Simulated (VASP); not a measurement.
# Se (Cmce) in VASP: further runs, part 2 of 2

VASP 6.6.1. Earlier steps stand in the parts before.

## (4) Relaxation of cell and atoms, PBE

This run uses another cell than the first one, of 26.44 Å³/atom, 0.958 times its volume.

Input file INCAR:

```
PREC = Accurate ; ENCUT = 600
EDIFF = 1E-7 ; ISMEAR = 0
SIGMA = 0.1 ; LREAL = F
LASPH = T ; NELM = 100
ALGO = Normal ; ISIF = 3
LWAVE = F ; LCHARG = F
GGA = PE ; IBRION = 2
NSW = 100 ; EDIFFG = -0.01
```

Input file KPOINTS:

```
Automatic mesh
0
Gamma
  10 10 10
```

Input file POSCAR:

```
Se
1.0
    2.5642234001     -4.7559050478      0.0000000000
    2.5642234001      4.7559050478      0.0000000000
    0.0000000000      0.0000000000      4.3354560207
Se
4
Direct
    0.6050545668      0.3949454332      0.6555305263
    0.1050545668      0.8949454332      0.8444694737
    0.3949454332      0.6050545668      0.3444694737
    0.8949454332      0.1050545668      0.1555305263
```

Potentials or basis: VASP PAW PBE potentials, release 64 (Se).

Run with:

```bash
> cat potpaw_PBE.64/Se/POTCAR > POTCAR
> mpirun -np 1 vasp_std > vasp.out
```

OUTCAR:

```text
PREC = Accurate
   ENCUT = 600
   EDIFF = 1E-7
   ISMEAR = 0
   LREAL = F
   LASPH = T
   NELM = 100
   ISIF = 3
   GGA = PE
   IBRION = 2
   NSW = 100
   EDIFFG = -0.01

 ion  position               nearest neighbor table
   1  0.605  0.395  0.656-   3 2.41   2 2.69   2 2.69
   2  0.105  0.895  0.844-   4 2.41   1 2.69   1 2.69
   3  0.395  0.605  0.344-   1 2.41   4 2.69   4 2.69
   4  0.895  0.105  0.156-   2 2.41   3 2.69   3 2.69

  LATTYP: Found a base centered orthorhombic cell.
 ALAT       =     5.1284468002
 B/A-ratio  =     1.8547155632
 C/A-ratio  =     0.8453740849

  Lattice vectors:

 A1 = (   2.5642234001,  -4.7559050478,   0.0000000000)
 A2 = (   2.5642234001,   4.7559050478,   0.0000000000)
 A3 = (   0.0000000000,   0.0000000000,   4.3354560207)

Analysis of symmetry for initial positions (statically):
=====================================================================
 Subroutine PRICEL returns:
 Original cell was already a primitive cell.

 Routine SETGRP: Setting up the symmetry group for a
 base centered orthorhombic supercell.

 Subroutine GETGRP returns: Found  8 space group operations
 (whereof  4 operations were pure point group operations)
[... 283 lines left out ...]

[... ionic steps 4 to 10 ...]

--------------------------------------- Ionic step       11  -------------------------------------------

 number of electron      23.9999998 magnetization

------------------------ aborting loop because EDIFF is reached ----------------------------------------
[... 71 lines left out ...]
--------------------------------------- Ionic step       13  -------------------------------------------

 number of electron      23.9999998 magnetization

 Free energy of the ion-electron system (eV)
  ---------------------------------------------------
  ext. energy  EPLUGINS =         0.00000000
  ---------------------------------------------------
  free energy    TOTEN  =       -13.45395205 eV

  energy without entropy =      -13.45208402  energy(sigma->0) =      -13.45301804

 E-fermi :   3.1904     XC(G=0):  -9.1221

 val. band max:        3.1804816293   @ k =   0.5000   0.5000   0.4000
 cond. band min:       3.2243127896   @ k =   0.5000   0.1000   0.0000
 fundamental gap:      0.0438311603
 Fermi energy:         3.1904336952

 k-point     1 :       0.0000    0.0000    0.0000
  band No.  band energies     occupation
      1     -12.6067      2.00000
      2      -9.7648      2.00000
      3      -9.6704      2.00000
      4      -7.2110      2.00000
      5      -2.8612      2.00000
      6      -2.4354      2.00000
[... 433 lines left out ...]
      3      -9.9165      2.00000
      4      -7.6279      2.00000
      5      -2.3519      2.00000
      6      -1.1106      2.00000
[... 8 lines left out ...]
     15       5.8926      0.00000
     16       5.9043      0.00000

 [... further k-points ...]

------------------------ aborting loop because EDIFF is reached ----------------------------------------

  FORCE on cell =-STRESS in cart. coord.  units (eV):
  Direction    XX          YY          ZZ          XY          YZ          ZX
  --------------------------------------------------------------------------------------
  -------------------------------------------------------------------------------------
  Total       -0.0193671      0.0077032     -0.0020077      0.0000000      0.0000000      0.0000000
  in kB       -0.2963089      0.1178567     -0.0307172      0.0000000      0.0000000      0.0000000
  external PRESSURE =      -0.0697231 kB  Pullay stress =       0.0000000 kB
[... 19 lines left out ...]
  FREE ENERGIE OF THE ION-ELECTRON SYSTEM (eV)
  ---------------------------------------------------
  free  energy   TOTEN  =       -13.4539520525 eV

  energy  without entropy=      -13.4520840195  energy(sigma->0) =      -13.45301804

 reached required accuracy - stopping structural energy minimisation
```

CONTCAR:

```text
Se
   1.00000000000000
     2.5449050890277238   -4.8120471038014525   -0.0000000000000000
     2.5449050890277238    4.8120471038014525    0.0000000000000000
     0.0000000000000000    0.0000000000000000    4.2756105384288654
  Se
     4
Direct
     0.6057433149539554    0.3942566850460446    0.6541055307538848
     0.1057433149539554    0.8942566850460446    0.8458944692461152
     0.3942566850460446    0.6057433149539554    0.3458944692461152
     0.8942566850460446    0.1057433149539554    0.1541055307538849

  0.00000000E+00  0.00000000E+00  0.00000000E+00
  0.00000000E+00  0.00000000E+00  0.00000000E+00
  0.00000000E+00  0.00000000E+00  0.00000000E+00
  0.00000000E+00  0.00000000E+00  0.00000000E+00
```

It took 42 min on 1 thread of AMD EPYC 7R43 (Zen 3), shared host; peak memory 0.48 GiB.

Results:

- Free energy: -13.4540 eV
- Relaxed volume: 26.18 Å³/atom
- Relaxed cell: a = 5.444 Å, b = 5.444 Å, c = 4.276 Å, α = 90.00°, β = 90.00°, γ = 124.25°
- Space group after relaxing (to 0.05 Å): Cmce (No. 64)
- Energy gained by relaxing: 1.5 meV/atom
- Ionic steps: 13
- Pressure after relaxing: 0.0 GPa
- Band gap on the k mesh: zero (band 12 reaches 3.18 eV, above the bottom of band 13 at 3.15 eV)

Step by step:
| step | energy change (eV) | largest force (eV/Å) | pressure (GPa) | volume (Å³) |
| --- | --- | --- | --- | --- |
| 1 | 0.0000 | 0.0864 | -0.20 | 105.74 |
| 2 | -0.0046 | 0.0080 | 0.06 | 105.24 |
| 3 | -0.0046 | 0.0120 | 0.04 | 105.28 |
| 4 | -0.0049 | 0.0106 | -0.06 | 105.35 |
| 5 | -0.0049 | 0.0239 | -0.14 | 105.41 |
| 6 | -0.0050 | 0.0230 | -0.13 | 105.34 |
| 7 | -0.0054 | 0.0209 | -0.09 | 105.13 |
| 8 | -0.0057 | 0.0203 | 0.00 | 104.71 |
| 9 | -0.0057 | 0.0206 | 0.01 | 104.65 |
| 10 | -0.0057 | 0.0165 | 0.02 | 104.66 |
| 11 | -0.0058 | 0.0101 | 0.02 | 104.67 |
| 12 | -0.0058 | 0.0112 | 0.02 | 104.67 |
| 13 | -0.0059 | 0.0017 | -0.01 | 104.72 |

Final structure:
```xyz
4
Lattice="2.5449 -4.8120 0.0000 2.5449 4.8120 0.0000 0.0000 0.0000 4.2756" Properties=species:S:1:pos:R:3 pbc="T T T"
Se    2.5449   -1.0177    2.7967
Se    2.5449    3.7944    3.6167
Se    2.5449    1.0177    1.4789
Se    2.5449   -3.7944    0.6589
```

## (5) Overview

```tsv
task	cell	k mesh	cutoff (eV)	gap on the mesh (eV)	pressure (GPa)	largest force (eV/Å)
single point	a = 6.230, b = 6.230, c = 4.957 Å, angles 90.0, 90.0, 145.0°, 4 atoms	6 × 6 × 4	520	none	9.0	1.40
single point	a = 5.444, b = 5.444, c = 4.272 Å, angles 90.0, 90.0, 124.3°, 4 atoms	10 × 10 × 10	520	none	0.1	0.02
relaxation of cell and atoms	relaxed from a = 5.403, b = 5.403, c = 4.335 Å, angles 90.0, 90.0, 123.3°, 4 atoms	10 × 10 × 10	600	none	0.0	-
```

Alike in all rows: level PBE; potentials or basis VASP PAW PBE potentials, release 64 (Se); no spin polarisation; smearing gaussian 0.1 eV.

Caveats: forces of over 1 eV/Å act on the atoms, so gaps and moduli don't describe the material at rest (some runs).

Total energies depend on the potentials used, so only differences within one code and one set of settings carry meaning.
